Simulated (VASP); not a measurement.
Crystal: CdSeS4.

```
Cd Se S
1.0
     5.03403    0.00000    0.00000
     0.00000    5.03403    0.00000
     0.00000    0.00000    5.05718
Cd Se S
1 1 4
Direct
  0.50000 0.50000 0.50000
  0.00000 0.00000 0.00000
  0.50000 0.00000 0.78125
  0.00000 0.50000 0.21875
  0.50000 0.00000 0.21875
  0.00000 0.50000 0.78125
```

The cell was generated, and may not be a known phase.

| Item | Value |
| --- | --- |
| Program | VASP 6.6.1 |
| Task | relaxation of cell and atoms |
| Functional | PBE |
| Potentials or basis | VASP PAW PBE potentials, release 64 (Cd, Se, S) |
| Cutoff | 600 eV |
| k mesh | 8 × 8 × 8 |
| Occupations | gaussian, width 0.1 eV |
| Spin | no spin polarisation |

At the start: pressure 0.2 GPa; volume 21.36 Å³/atom.

Question: How do energy, volume and symmetry change on relaxing?

Answer: Over 10 steps the energy falls by 37.3 meV/atom and the volume is 22.24 Å³/atom (+4.1 %); space group P4/mmm (No. 123, to 0.1 Å) before and after.

The path:
```
step  energy change (eV)  largest force (eV/Å)  pressure (GPa)  volume (Å³)
   1              0.0000                0.7605            0.22       128.16
   2             -0.1943                0.1934            1.51       128.64
   3             -0.1968                0.0472            1.72       128.68
   4             -0.2197                0.0528           -0.03       133.19
   5             -0.2197                0.0525            0.02       133.04
   6             -0.2225                0.0838           -0.08       133.25
   7             -0.2231                0.1058           -0.14       133.41
   8             -0.2237                0.0567            0.20       133.18
   9             -0.2240                0.0041            0.07       133.26
  10             -0.2241                0.0000            0.03       133.43
```

Final structure:
```
Cd Se S
1.0
     5.16660    0.00000    0.00000
     0.00000    5.16660    0.00000
     0.00000    0.00000    4.99846
Cd Se S
1 1 4
Direct
  0.50000 0.50000 0.50000
  0.00000 0.00000 0.00000
  0.50000 0.00000 0.79288
  0.00000 0.50000 0.20712
  0.50000 0.00000 0.20712
  0.00000 0.50000 0.79288
```
